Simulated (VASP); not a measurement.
# Si16O (a cell with a defect) in VASP: a series of runs, part 2 of 2

VASP 6.6.1.

## Step 3: Single point, PBE, collinear spin, ferromagnetic start

Input file INCAR:

```
ALGO     = Normal         # electronic algorithm
EDIFF    = 1E-6           # SCF threshold, eV
ENCUT    = 520            # plane-wave cutoff, eV
GGA      = PE             # functional
ISIF     = 2              # what is computed and relaxed
ISMEAR   = 0              # smearing method
ISPIN    = 2              # spin polarisation
LASPH    = True           # aspherical terms in the spheres
LCHARG   = False          # write CHGCAR
LORBIT   = 11             # projections on sites
LREAL    = Auto         
LWAVE    = False          # write WAVECAR
MAGMOM   = 0 0 0 0 0 0 0 0 0 0 0 0 0 0 0 0 1 # initial moments
NBANDS   = 53             # bands
NELM     = 150            # most SCF steps
PREC     = Accurate       # precision mode
SIGMA    = 0.05           # smearing width, eV
```

Input file KPOINTS:

```
k-points
0
Gamma
  2 2 2
```

Input file POSCAR:

```
Si16O
1.0
    0.0000000000      5.4300000000      5.4300000000
    5.4300000000      0.0000000000      5.4300000000
    5.4300000000      5.4300000000      0.0000000000
Si O
16 1
Direct
   -0.0152329938     -0.0029516800      0.0166737987
    0.1278872737      0.1238902479      0.1226971934
    0.0474694071     -0.0438318653      0.4880226613
    0.0750318935      0.1298934259      0.6430627811
    0.0166427616      0.4973271238     -0.0119836911
    0.1257157375      0.6228568554      0.1274565376
    0.0010243182      0.5012057044      0.5023074958
    0.1796904823      0.5850075048      0.6149210890
    0.4973157253     -0.0006999008      0.0020836855
    0.6092804265      0.1269282285      0.1359917509
    0.4465527446      0.0044310575      0.5090722072
    0.5780677288      0.1164137746      0.6366608359
    0.5002460338      0.5010013285     -0.0035706989
    0.6411533166      0.6233450336      0.1073404856
    0.5512905904      0.4725941862      0.4809325945
    0.6252071639      0.6294094002      0.6215881814
    0.8128192402      0.9350280948      0.5629965220
```

Potentials or basis: VASP PAW PBE potentials, release 64 (Si, O).

Command:

```console
$ cat potpaw_PBE.64/Si/POTCAR potpaw_PBE.64/O/POTCAR > POTCAR
$ mpirun -np 1 vasp_std > vasp.out
```

OUTCAR:

```text
EDIFF = 1E-6
   ENCUT = 520
   GGA = PE
   ISIF = 2
   ISMEAR = 0
   ISPIN = 2
   LASPH = True
   LORBIT = 11
   LREAL = Auto
   NELM = 150
   PREC = Accurate

 ion  position               nearest neighbor table
   1  0.985  0.997  0.017-   6 2.35   4 2.35  10 2.35   2 2.36
   2  0.128  0.124  0.123-   3 2.32   9 2.32   5 2.34   1 2.36
   3  0.047  0.956  0.488-  17 1.66   2 2.32   4 2.32   8 2.33  12 2.94
   4  0.075  0.130  0.643-   3 2.32  11 2.33   7 2.35   1 2.35
   5  0.017  0.497  0.988-   2 2.34   6 2.35  14 2.35   8 2.36
   6  0.126  0.623  0.127-   5 2.35  13 2.35   1 2.35   7 2.35
   7  0.001  0.501  0.502-   6 2.35   4 2.35  16 2.36   8 2.38
   8  0.180  0.585  0.615-   3 2.33  15 2.33   5 2.36   7 2.38
   9  0.497  0.999  0.002-  12 2.32   2 2.32  10 2.34  14 2.36
  10  0.609  0.127  0.136-   9 2.34  13 2.35   1 2.35  11 2.36
  11  0.447  0.004  0.509-  12 2.33   4 2.33  10 2.36  16 2.38
[... 1069 lines left out ...]
      6.79292      6.77010      6.81257        -0.002809      0.001914      0.000867
      8.13427      7.47068      9.49081        -0.036391      0.002746     -0.033402
 -----------------------------------------------------------------------------------
    total drift:                                0.005976      0.001081      0.004747

  FREE ENERGIE OF THE ION-ELECTRON SYSTEM (eV)
  ---------------------------------------------------
  free  energy   TOTEN  =       -92.6957081231 eV

  energy  without entropy=      -92.6957081231  energy(sigma->0) =      -92.69570812

 total charge

# of ion       s       p       d       tot
------------------------------------------
    1        0.740   0.949   0.000   1.689
    2        0.744   0.977   0.000   1.722
    3        0.742   0.945   0.000   1.687
    4        0.745   0.969   0.000   1.714
    5        0.739   0.954   0.000   1.693
    6        0.738   0.960   0.000   1.699
[... 9 lines left out ...]
   16        0.744   0.937   0.000   1.681
   17        1.576   3.599   0.000   5.175
--------------------------------------------------
tot         13.461  18.891   0.000  32.353

 magnetization (x)

# of ion       s       p       d       tot
------------------------------------------
    1       -0.000  -0.000   0.000  -0.000
    2       -0.000  -0.000   0.000  -0.000
    3        0.000   0.000   0.000   0.000
    4       -0.000  -0.000   0.000  -0.000
    5       -0.000  -0.000   0.000  -0.000
    6        0.000   0.000   0.000   0.000
[... 9 lines left out ...]
   16        0.000  -0.000   0.000  -0.000
   17       -0.000  -0.000   0.000  -0.000
--------------------------------------------------
tot         -0.000  -0.000   0.000  -0.000
```

Wall time 14 min (1 thread of Oxide Virtual Turin-like, shared host); peak memory 0.68 GiB.

What came out:

| Quantity | Value |
| --- | --- |
| Free energy | -92.6957 eV |
| Pressure | 4.3 GPa |
| Largest force | 0.072 eV/Å |
| Band gap on the k mesh | 0.49 eV |
| Net moment | 0.00 μB per cell |
| Valence electrons inside the program's atomic spheres | Si 1.69, 1.72, 1.71, 1.70, 1.68 (each value once); O 5.17 |

Forces on the atoms (eV/Å):
```
Si  -0.001 -0.001 -0.001
Si  -0.004  0.003  0.003
Si  -0.027  0.044  0.050
Si  -0.004  0.006  0.000
Si  -0.002 -0.002 -0.002
Si  -0.001 -0.001  0.003
Si   0.005 -0.002  0.001
Si   0.004 -0.003  0.001
Si   0.005 -0.005  0.003
Si  -0.002  0.000 -0.003
Si   0.003  0.001  0.006
Si   0.051 -0.040 -0.022
Si   0.003  0.002 -0.003
Si   0.002  0.002 -0.001
Si   0.007 -0.008 -0.004
Si  -0.003  0.002  0.001
O   -0.036  0.003 -0.033
```

Levels at points of the mesh, in eV from the valence-band top:
Spin up:
```csv
k point,band 32,band 33,band 34,band 35,band 36,band 37,band 38,band 39
"(0.00, 0.00, 0.00)",-0.92,-0.32,-0.06,0.00,0.49,0.79,0.82,0.99
"(0.50, 0.00, 0.00)",-0.74,-0.67,-0.66,-0.06,1.16,1.46,1.55,1.56
"(0.00, 0.50, 0.00)",-1.21,-0.80,-0.61,-0.54,1.32,1.43,1.59,1.71
"(0.00, 0.00, 0.50)",-1.22,-0.75,-0.63,-0.56,1.21,1.47,1.62,1.67
"(0.50, 0.50, 0.50)",-1.21,-0.79,-0.61,-0.54,1.32,1.43,1.60,1.71
"(0.50, 0.50, 0.00)",-1.43,-1.26,-1.18,-0.49,1.28,1.47,2.33,2.41
"(0.00, 0.50, 0.50)",-1.43,-1.26,-1.18,-0.50,1.28,1.47,2.33,2.41
"(0.50, 0.00, 0.50)",-1.36,-1.33,-1.02,-0.94,1.43,1.48,2.31,2.41
```
Spin down:
| k point | band 31 | band 32 | band 33 | band 34 | band 35 | band 36 | band 37 | band 38 | band 39 | band 40 |
| --- | --- | --- | --- | --- | --- | --- | --- | --- | --- | --- |
| (0.00, 0.00, 0.00) | -0.96 | -0.92 | -0.32 | -0.06 | 0.00 | 0.49 | 0.79 | 0.82 | 0.99 | 1.18 |
| (0.50, 0.00, 0.00) | -1.41 | -0.74 | -0.67 | -0.66 | -0.06 | 1.16 | 1.46 | 1.55 | 1.56 | 1.72 |
| (0.00, 0.50, 0.00) | -1.44 | -1.21 | -0.80 | -0.61 | -0.54 | 1.32 | 1.43 | 1.59 | 1.71 | 1.80 |
| (0.00, 0.00, 0.50) | -1.47 | -1.22 | -0.75 | -0.63 | -0.56 | 1.21 | 1.47 | 1.62 | 1.67 | 1.73 |
| (0.50, 0.50, 0.50) | -1.44 | -1.21 | -0.79 | -0.61 | -0.54 | 1.32 | 1.43 | 1.60 | 1.71 | 1.80 |
| (0.50, 0.50, 0.00) | -1.50 | -1.43 | -1.26 | -1.18 | -0.49 | 1.28 | 1.47 | 2.33 | 2.41 | 2.51 |
| (0.00, 0.50, 0.50) | -1.50 | -1.43 | -1.26 | -1.18 | -0.50 | 1.28 | 1.47 | 2.33 | 2.41 | 2.51 |
| (0.50, 0.00, 0.50) | -1.44 | -1.36 | -1.33 | -1.02 | -0.94 | 1.43 | 1.48 | 2.31 | 2.41 | 2.55 |

Caveat: the k points lie up to 0.50 Å⁻¹ apart; semilocal functionals underestimate gaps, and a narrow one can read as zero.
